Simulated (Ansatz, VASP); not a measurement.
# HfBiO in VASP and in Ansatz

```
CELL_PARAMETERS angstrom
3.77975 0.00000 0.00000
0.00000 3.77975 0.00000
0.00000 0.00000 3.84983
ATOMIC_POSITIONS crystal
Hf 0.50000 0.50000 0.00000
Bi 0.50000 0.50000 0.50000
O 0.00000 0.00000 0.00000
```

Change from the starting cell: species swapped into the DyCoC type (P4/mmm, No. 123).

Alike in both runs: task relaxation of cell and atoms; functional PBE; k mesh 4 × 4 × 4; occupations gaussian, width 0.1 eV; no spin polarisation.

```csv
,VASP,Ansatz
version,VASP 6.6.1,Ansatz 0.2.0
potentials or method,"VASP PAW PBE potentials, release 64 (Hf_pv, Bi_d, O), cutoff 600 eV","scalar-relativistic, plane waves, PAW"
valence electrons in the cell,31,47
```

Ansatz gave:

* gap on the k mesh at the Fermi level, each at its own relaxed structure (eV): none
* relaxed volume (Å³/atom): 19.84
* relaxed cell length with the largest relative difference (Å): 5.991

Question: Estimate VASP's values.

Answer: gap on the k mesh at the Fermi level, each at its own relaxed structure (eV): none; relaxed volume (Å³/atom): 19.09; relaxed cell length with the largest relative difference (Å): 5.790.

A gap of «none» marks a metal or a gap that the smearing closes. VASP's potentials hold 31 valence electrons a cell and Ansatz's 47, so a difference there can come from the potentials and not from the codes.

The k mesh is coarse, so the values compare programs but aren't converged. Spin-orbit coupling is off throughout.
